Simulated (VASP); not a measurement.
# AlCu3 (Pm-3m) in VASP: relaxation of cell and atoms with r2SCAN

Aim: the relaxation of cell and atoms of AlCu3 with r2SCAN.

All numbers are computed with VASP 6.6.1; they aren't measurements. Logs are shortened: lines on timing, memory, paths and dates and some standing lists are left out, and cuts for length are marked.

## (1) The cell of the first run

It takes space group Pm-3m (No. 221, cubic). The conventional cell has a = 3.469 Å, b = 3.469 Å, c = 3.469 Å, α = 90.00°, β = 90.00°, γ = 90.00°. Within 3.2 Å of Al (site symmetry m-3m) lie 12 Cu at 2.45 Å. Cu (site symmetry 4/mmm) has 4 Al at 2.45 Å and 8 Cu at 2.45 Å within 3.2 Å.

## (2) Relaxation of cell and atoms, r2SCAN, target pressure 30 GPa, at which the enthalpy is minimised

POSCAR

```
AlCu3
1.0
    3.4686299429      0.0000000000      0.0000000000
    0.0000000000      3.4686299429      0.0000000000
    0.0000000000      0.0000000000      3.4686299429
Al Cu
1 3
Direct
    0.0000000000      0.0000000000      0.0000000000
    0.5000000000      0.5000000000      0.0000000000
    0.5000000000      0.0000000000      0.5000000000
    0.0000000000      0.5000000000      0.5000000000
```

INCAR.step1

```
ALGO     = Normal         # electronic algorithm
EDIFF    = 1E-4           # SCF threshold, eV
ENCUT    = 600            # plane-wave cutoff, eV
GGA      = PE             # functional
ISMEAR   = 0              # smearing method
LASPH    = True           # aspherical terms in the spheres
LCHARG   = False          # write CHGCAR
LREAL    = False          # projectors in reciprocal space
LWAVE    = True           # write WAVECAR
NELM     = 100            # most SCF steps
PREC     = Accurate       # precision mode
SIGMA    = 0.1            # smearing width, eV
```

INCAR.step2

```
ALGO     = Normal         # electronic algorithm
EDIFF    = 1E-6           # SCF threshold, eV
EDIFFG   = -0.008         # ionic threshold
ENCUT    = 600            # plane-wave cutoff, eV
IBRION   = 2              # ionic algorithm
ISIF     = 3              # what is computed and relaxed
ISMEAR   = 0              # smearing method
ISTART   = 1            
LASPH    = True           # aspherical terms in the spheres
LCHARG   = False          # write CHGCAR
LMIXTAU  = True         
LREAL    = False          # projectors in reciprocal space
LWAVE    = False          # write WAVECAR
METAGGA  = R2SCAN         # meta-GGA
NELM     = 100            # most SCF steps
NSW      = 70             # ionic steps
PREC     = Accurate       # precision mode
PSTRESS  = 300.0        
SIGMA    = 0.1            # smearing width, eV
```

KPOINTS

```
k-points
0
Gamma
  12 12 12
```

Potentials or basis: VASP PAW PBE potentials, release 64 (Al, Cu).

The run is started by

```
$ cat potpaw_PBE.64/Al/POTCAR potpaw_PBE.64/Cu/POTCAR > POTCAR
$ cp INCAR.step1 INCAR
$ mpirun -np 1 vasp_std > vasp.out
$ cp INCAR.step2 INCAR
$ mpirun -np 1 vasp_std > vasp.out
```

OUTCAR:

```text
EDIFF = 1E-6
   EDIFFG = -0.008
   ENCUT = 600
   IBRION = 2
   ISIF = 3
   ISMEAR = 0
   ISTART = 1
   LASPH = True
   LREAL = False
   METAGGA = R2SCAN
   NELM = 100
   NSW = 70
   PREC = Accurate
   PSTRESS = 300.0

 ion  position               nearest neighbor table
   1  0.000  0.000  0.000-   2 2.45   3 2.45   4 2.45   3 2.45   4 2.45   2 2.45   4 2.45   4 2.45
                             2 2.45   3 2.45   3 2.45   2 2.45
   2  0.500  0.500  0.000-   1 2.45   3 2.45   4 2.45   3 2.45   4 2.45   1 2.45   3 2.45   3 2.45
                             1 2.45   4 2.45   4 2.45   1 2.45
   3  0.500  0.000  0.500-   1 2.45   2 2.45   4 2.45   1 2.45   2 2.45   2 2.45   4 2.45   2 2.45
                             1 2.45   4 2.45   1 2.45   4 2.45
   4  0.000  0.500  0.500-   1 2.45   2 2.45   3 2.45   1 2.45   2 2.45   1 2.45   3 2.45   1 2.45
                             2 2.45   3 2.45   2 2.45   3 2.45

  LATTYP: Found a simple cubic cell.
 ALAT       =     3.4686299429

  Lattice vectors:

 A1 = (   3.4686299429,   0.0000000000,   0.0000000000)
 A2 = (   0.0000000000,   3.4686299429,   0.0000000000)
 A3 = (   0.0000000000,   0.0000000000,   3.4686299429)

Analysis of symmetry for initial positions (statically):
=====================================================================
 Subroutine PRICEL returns:
 Original cell was already a primitive cell.

 Routine SETGRP: Setting up the symmetry group for a
 simple cubic supercell.

 Subroutine GETGRP returns: Found 48 space group operations
 (whereof 48 operations were pure point group operations)
 out of a pool of 48 trial point group operations.

The static configuration has the point symmetry O_h .

Analysis of symmetry for dynamics (positions and initial velocities):
=====================================================================
 Subroutine PRICEL returns:
 Original cell was already a primitive cell.

 Routine SETGRP: Setting up the symmetry group for a
 simple cubic supercell.

 Subroutine GETGRP returns: Found 48 space group operations
 (whereof 48 operations were pure point group operations)
 out of a pool of 48 trial point group operations.

The dynamic configuration has the point symmetry O_h .

 Subroutine INISYM returns: Found 48 space group operations
 (whereof 48 operations are pure point group operations),
 and found     1 'primitive' translations

----------------------------------------------------------------------------------------

                                     Primitive cell

  volume of cell :      41.7325

  direct lattice vectors                    reciprocal lattice vectors
     3.468629943  0.000000000  0.000000000     0.288298267  0.000000000  0.000000000
     0.000000000  3.468629943  0.000000000     0.000000000  0.288298267  0.000000000
     0.000000000  0.000000000  3.468629943     0.000000000  0.000000000  0.288298267

  length of vectors
     3.468629943  3.468629943  3.468629943     0.288298267  0.288298267  0.288298267

  position of ions in fractional coordinates (direct lattice)
     0.000000000  0.000000000  0.000000000
     0.500000000  0.500000000  0.000000000
     0.500000000  0.000000000  0.500000000
     0.000000000  0.500000000  0.500000000

  ion indices of the primitive-cell ions
   primitive index   ion index
                 1           1
                 2           2
                 3           3
                 4           4

----------------------------------------------------------------------------------------

 KPOINTS: k-points

Automatic generation of k-mesh.
 Grid dimensions read from file:
 generate k-points for:   12   12   12

 Generating k-lattice:

  Cartesian coordinates                     Fractional coordinates (reciprocal lattice)
     0.024024856  0.000000000  0.000000000     0.083333333  0.000000000  0.000000000
     0.000000000  0.024024856  0.000000000     0.000000000  0.083333333  0.000000000
     0.000000000  0.000000000  0.024024856     0.000000000  0.000000000  0.083333333

  Length of vectors
     0.024024856  0.024024856  0.024024856

  Shift w.r.t. Gamma in fractional coordinates (k-lattice)
     0.000000000  0.000000000  0.000000000

 Subroutine IBZKPT returns following result:
 ===========================================

 Found     84 irreducible k-points:

 Following reciprocal coordinates:
            Coordinates               Weight
  0.000000  0.000000  0.000000      1.000000
  0.083333  0.000000  0.000000      6.000000
  0.166667  0.000000  0.000000      6.000000
  0.250000  0.000000  0.000000      6.000000
  0.333333  0.000000  0.000000      6.000000
  0.416667  0.000000  0.000000      6.000000
[... 16 lines left out ...]
  0.333333  0.333333  0.000000     12.000000
  0.416667  0.333333  0.000000     24.000000
 [... further k-points ...]
   k-points           NKPTS =     84   k-points in BZ     NKDIM =     84   number of bands    NBANDS=     22
   number of dos      NEDOS =    301   number of ions     NIONS =      4
   total plane-waves  NPLWV =  21952
   dimension x,y,z NGX =    28 NGY =   28 NGZ =   28
   dimension x,y,z NGXF=    56 NGYF=   56 NGZF=   56
   ions per type =               1   3
   NGX,Y,Z   is equivalent  to a cutoff of  13.42, 13.42, 13.42 a.u.
   NGXF,Y,Z  is equivalent  to a cutoff of  26.84, 26.84, 26.84 a.u.
 SYSTEM =  unknown system
   PREC   = accura    normal or accurate (medium, high low for compatibility)
   ISTART =      1    job   : 0-new  1-cont  2-samecut
   ICHARG =      0    charge: 1-file 2-atom 10-const
   ISPIN  =      1    spin polarized calculation?
   LNONCOLLINEAR =      F non collinear calculations
   LSORBIT =      F    spin-orbit coupling
   LASPH  =      T    aspherical Exc in radial PAW
   ENCUT  =  600.0 eV  44.10 Ry    6.64 a.u.   6.93  6.93  6.93*2*pi/ulx,y,z
   NELM   =    100;   NELMIN=  2; NELMDL=  0     # of ELM steps
   EDIFF  = 0.1E-05   stopping-criterion for ELM
   LREAL  =      F    real-space projection
   EDIFFG = -.8E-02   stopping-criterion for IOM
   NSW    =     70    number of steps for IOM
   IBRION =      2    ionic relax: 0-MD 1-quasi-New 2-CG
   NFREE  =      1    steps in history (QN), initial steepest desc. (CG)
   ISIF   =      3    stress and relaxation
   ISYM   =      2    0-nonsym 1-usesym 2-fastsym
   POTIM  = 0.5000    time-step for ionic-motion
   TEBEG  =    0.0;   TEEND  =   0.0 temperature during run
   PSTRESS=  300.0 pullay stress
   NELECT =      36.0000    total number of electrons
   NUPDOWN=      -1.0000    fix difference up-down
   EMIN   =  10.00;   EMAX   =-10.00  energy-range for DOS
   EFERMI =   0.00;   METHOD = LEGACY
   ISMEAR =     0;   SIGMA  =   0.10  broadening in eV -4-tet -1-fermi 0-gaus
   EFERMI_NEDOS =   21; number of points for ismear=-14 and -15
   IALGO  =     38    algorithm
   IMIX   =      4    mixing-type and parameters
     AMIX     =   0.40;   BMIX     =  1.00
     AMIX_MAG =   1.60;   BMIX_MAG =  1.00
  volume/ion in A,a.u.               =      10.43        70.41
  Fermi-wavevector in a.u.,A,eV,Ry     =   1.558419  2.944986 33.044078  2.428671
  Thomas-Fermi vector in A             =   2.661927
   LORBIT       =      0    0 simple, 1 ext, 2 COOP (PROOUT), +10 PAW based schemes
   METAGGA = R2SCAN    functional components
   LHFCALC =     F    Hartree Fock is set to
   AEXX    =    0.0000 exact exchange contribution
   IVDW    =     0    specifies the selected vdW correction
   LEPSILON=     F    determine dielectric tensor
   LRPA    =     F    only Hartree local field effects (RPA)
 conjugate gradient relaxation of ions
 non-spin polarized calculation
 Gauss-broadening in eV      SIGMA  =   0.10
  energy-cutoff  :      600.00
  volume of cell :       41.73
 maximum number of plane-waves:      1409
 NGX is ok and might be reduce to    28
   NGX = 13   NGY = 13   NGZ = 13

--------------------------------------- Ionic step        1  -------------------------------------------

 number of electron      36.0000066 magnetization

 Free energy of the ion-electron system (eV)
  ---------------------------------------------------
  ext. energy  EPLUGINS =         0.00000000
  ---------------------------------------------------
  free energy    TOTEN  =       -39.41136065 eV

  energy without entropy =      -39.40550142  energy(sigma->0) =      -39.40843104

------------------------ aborting loop because EDIFF is reached ----------------------------------------

  FORCE on cell =-STRESS in cart. coord.  units (eV):
  Direction    XX          YY          ZZ          XY          YZ          ZX
  --------------------------------------------------------------------------------------
  -------------------------------------------------------------------------------------
  Total        8.1527373      8.1527373      8.1527373     -0.0000000     -0.0000000      0.0000000
  in kB      312.9969638    312.9969638    312.9969638     -0.0000000     -0.0000000      0.0000000
  external PRESSURE =      12.9969638 kB  Pullay stress =     300.0000000 kB

 VOLUME and BASIS-vectors are now :
 -----------------------------------------------------------------------------
  energy-cutoff  :      600.00
  volume of cell :       41.73
      direct lattice vectors                 reciprocal lattice vectors
     3.468629943  0.000000000  0.000000000     0.288298267  0.000000000  0.000000000
     0.000000000  3.468629943  0.000000000     0.000000000  0.288298267  0.000000000
     0.000000000  0.000000000  3.468629943     0.000000000  0.000000000  0.288298267
[... 50 lines left out ...]
  FREE ENERGIE OF THE ION-ELECTRON SYSTEM (eV)
  ---------------------------------------------------
  free  energy   TOTEN  =       -39.5063418201 eV

  energy  without entropy=      -39.5006067177  energy(sigma->0) =      -39.50347427

  enthalpy is  TOTEN    =       -31.5960339735 eV   P V=        7.9103078466

--------------------------------------- Ionic step        3  -------------------------------------------

 number of electron      36.0000069 magnetization

 Free energy of the ion-electron system (eV)
  ---------------------------------------------------
  ext. energy  EPLUGINS =         0.00000000
  ---------------------------------------------------
  free energy    TOTEN  =       -39.45195435 eV

  energy without entropy =      -39.44614652  energy(sigma->0) =      -39.44905043

 E-fermi :  10.4086     XC(G=0): -14.2011

 val. band max:       10.3716385661   @ k =   0.4167   0.2500   0.1667
 cond. band min:      10.4224487892   @ k =   0.2500   0.1667   0.1667
 fundamental gap:      0.0508102231
 Fermi energy:        10.4086375753

 k-point     1 :       0.0000    0.0000    0.0000
  band No.  band energies     occupation
      1      -1.9106      2.00000
      2       3.8662      2.00000
      3       4.5424      2.00000
      4       4.5424      2.00000
      5       4.9135      2.00000
      6       4.9135      2.00000
[... 14 lines left out ...]
     21      15.5296      0.00000
     22      17.0391      0.00000
[... 552 lines left out ...]
  band No.  band energies     occupation
      1       1.5517      2.00000
      2       3.2549      2.00000
      3       4.2156      2.00000
      4       5.0822      2.00000
      5       5.1061      2.00000
      6       5.5242      2.00000
[... 14 lines left out ...]
     21      17.5055      0.00000
     22      17.8349      0.00000

 [... further k-points ...]
[... 5 lines left out ...]
  --------------------------------------------------------------------------------------
  -------------------------------------------------------------------------------------
  Total        7.8325473      7.8325473      7.8325473      0.0000000     -0.0000000      0.0000000
  in kB      299.1831508    299.1831508    299.1831508      0.0000000     -0.0000000      0.0000000
  external PRESSURE =      -0.8168492 kB  Pullay stress =     300.0000000 kB

 VOLUME and BASIS-vectors are now :
 -----------------------------------------------------------------------------
  energy-cutoff  :      600.00
  volume of cell :       41.94
      direct lattice vectors                 reciprocal lattice vectors
     3.474498747 -0.000000000  0.000000000     0.287811300  0.000000000 -0.000000000
    -0.000000000  3.474498747  0.000000000     0.000000000  0.287811300  0.000000000
     0.000000000 -0.000000000  3.474498747    -0.000000000 -0.000000000  0.287811300

 POSITION                                       TOTAL-FORCE (eV/Angst)
 -----------------------------------------------------------------------------------
      0.00000      0.00000      0.00000         0.000000      0.000000      0.000000
      1.73725      1.73725      0.00000        -0.000000      0.000000      0.000000
      1.73725     -0.00000      1.73725         0.000000     -0.000000      0.000000
      0.00000      1.73725      1.73725        -0.000000     -0.000000      0.000000
 -----------------------------------------------------------------------------------
    total drift:                                0.000000      0.000000      0.000000

  FREE ENERGIE OF THE ION-ELECTRON SYSTEM (eV)
  ---------------------------------------------------
  free  energy   TOTEN  =       -39.4519543453 eV

  energy  without entropy=      -39.4461465206  energy(sigma->0) =      -39.44905043

  enthalpy is  TOTEN    =       -31.5980220942 eV   P V=        7.8539322512

 reached required accuracy - stopping structural energy minimisation
```

It took 4.9 min on 1 thread of Intel Xeon 6975P-C (Granite Rapids), shared host; peak memory 0.22 GiB.

Results:

| Quantity | Value |
| --- | --- |
| Free energy | -39.4520 eV |
| Relaxed volume | 10.49 Å³/atom |
| Relaxed cell | a = 3.474 Å, b = 3.474 Å, c = 3.474 Å, α = 90.00°, β = 90.00°, γ = 90.00° |
| Space group after relaxing (to 0.1 Å) | Pm-3m (No. 221) |
| Energy change on relaxing (the run minimises the enthalpy) | -10.1 meV/atom |
| Ionic steps | 3 |
| Pressure after relaxing | 29.9 GPa |
| Band gap on the k mesh | zero (bands 18 and 19 overlap by 6.45 eV) |

Step by step:
| step | energy change (eV) | largest force (eV/Å) | pressure (GPa) | volume (Å³) |
| --- | --- | --- | --- | --- |
| 1 | 0.0000 | 0.0000 | 31.30 | 41.73 |
| 2 | -0.0950 | 0.0000 | 27.80 | 42.25 |
| 3 | -0.0406 | 0.0000 | 29.92 | 41.94 |

Final structure:
```yaml
crystal:
  lattice:
    - [3.47450, 0.00000, 0.00000]
    - [0.00000, 3.47450, 0.00000]
    - [0.00000, 0.00000, 3.47450]
  atoms:
    - { symbol: Al, position: [0.00000, 0.00000, 0.00000] }
    - { symbol: Cu, position: [0.50000, 0.50000, 0.00000] }
    - { symbol: Cu, position: [0.50000, 0.00000, 0.50000] }
    - { symbol: Cu, position: [0.00000, 0.50000, 0.50000] }
```

Levels at points of the mesh, in eV from the Fermi level:
```
           k point  band 14  band 15  band 16  band 17  band 18  band 19  band 20  band 21  band 22
(0.00, 0.00, 0.00)    -2.32    -2.32    -2.32    -0.47    -0.47    -0.47     5.12     5.12     6.63
(0.50, 0.00, 0.00)    -3.48    -3.37    -2.89    -2.32     4.32     4.32     4.49     4.49     5.15
(0.50, 0.50, 0.00)    -3.37    -3.34    -3.19    -2.70    -1.29    -1.29     7.19     7.19     7.58
(0.50, 0.50, 0.50)    -3.43    -3.43    -2.54    -2.54    -2.54    -1.94     2.30     2.34     2.34
```

Caveat: the cell is relaxed towards a set pressure, so the run minimises the enthalpy, not the energy; the PAW data sets were made with another functional, which shifts forces and pressure a little.

The gap in the log of VASP goes by the Fermi energy; the results here count the filled bands.